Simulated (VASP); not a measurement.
GaReSi:

```
Ga Si Re
1.0
     3.21031    0.00000    0.00000
     0.00000    3.21031    0.00000
     0.00000    0.00000    8.11543
Ga Si Re
2 2 2
Direct
  0.50000 0.00000 0.91366
  0.00000 0.50000 0.08634
  0.00000 0.50000 0.41552
  0.50000 0.00000 0.58448
  0.00000 0.50000 0.72877
  0.50000 0.00000 0.27123
```

```yaml
Program: VASP 6.6.1
Task: relaxation of cell and atoms
Functional: PBE
Dispersion: D3(BJ)
Potentials_or_basis: VASP PAW PBE potentials, release 64 (Ga_d, Si, Re)
Cutoff: 600 eV
k_mesh: 12 × 12 × 6
Occupations: gaussian, width 0.01 eV
Spin: no spin polarisation
```

At the start: pressure -5.8 GPa; volume 13.94 Å³/atom.

Task: How do energy, volume and symmetry change on relaxing?

Result: Over 17 steps the energy falls by 7.2 meV/atom and the volume is 13.55 Å³/atom (-2.8 %); space group P4/nmm (No. 129, to 0.05 Å).

Step by step:
```
step  energy change (eV)  largest force (eV/Å)  pressure (GPa)  volume (Å³)
   1              0.0000                0.0199           -5.81        83.64
   2              0.0957                0.5405           12.18        77.67
   3             -0.0412                0.1692           -0.11        81.46
   4             -0.0412                0.1721            0.07        81.42
   5             -0.0428                0.0272           -0.03        81.30
   6             -0.0429                0.0359            0.03        81.32
   7             -0.0431                0.0201           -0.04        81.34
   8             -0.0432                0.0249           -0.07        81.34
   9             -0.0432                0.0070            0.07        81.29
  10             -0.0432                0.0053            0.10        81.29
  11             -0.0432                0.0062           -0.18        81.37
  12             -0.0432                0.0063            0.03        81.32
  13             -0.0432                0.0060           -0.04        81.33
  14             -0.0432                0.0059           -0.04        81.33
  15             -0.0432                0.0069           -0.02        81.32
  16             -0.0432                0.0075            0.00        81.32
  17             -0.0432                0.0027           -0.04        81.32
```

Final structure:
```
Ga Si Re
1.0
     3.18058    0.00000    0.00000
     0.00000    3.18058    0.00000
     0.00000    0.00000    8.03917
Ga Si Re
2 2 2
Direct
  0.50000 0.00000 0.91443
  0.00000 0.50000 0.08557
  0.00000 0.50000 0.41580
  0.50000 0.00000 0.58420
  0.00000 0.50000 0.72978
  0.50000 0.00000 0.27022
```
